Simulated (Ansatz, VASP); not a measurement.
NiO: VASP beside Ansatz

```
CELL_PARAMETERS angstrom
4.20000 0.00000 0.00000
0.00000 4.20000 0.00000
0.00000 0.00000 4.20000
ATOMIC_POSITIONS crystal
Ni 0.00000 0.00000 0.00000
O 0.31448 0.18869 0.14152
```

Alike in both runs: task single point; functional PBE; k mesh 1 × 1 × 1; no spin polarisation.

|  | VASP | Ansatz |
| --- | --- | --- |
| version | VASP 6.6.1 | Ansatz 0.2 development build |
| potentials or method | VASP PAW PBE potentials, release 64 (Ni, O), cutoff 600 eV | all-electron unfrozen PAW, scalar-relativistic |
| occupations | fermi-dirac, width 0.3 eV | fermi-dirac |

|  | VASP | Ansatz | Ansatz less VASP |
| --- | --- | --- | --- |
| pressure (GPa) | -1.5 | -1.8 | -0.26 |
| traceless stress, the component that is largest in VASP (GPa) | -0.82 | -1.15 | -0.331 |
| rms of the force components (eV/Å) | 0.168 | 0.298 | +0.1301 |

Atom by atom the forces differ by 0.135 eV/Å (rms over components). One of these differences is far larger than is usual between the two programs; its cause wasn't traced. Ansatz ran all-electron here, and VASP with PAW potentials.

The k mesh is coarse, so the values compare programs but aren't converged.
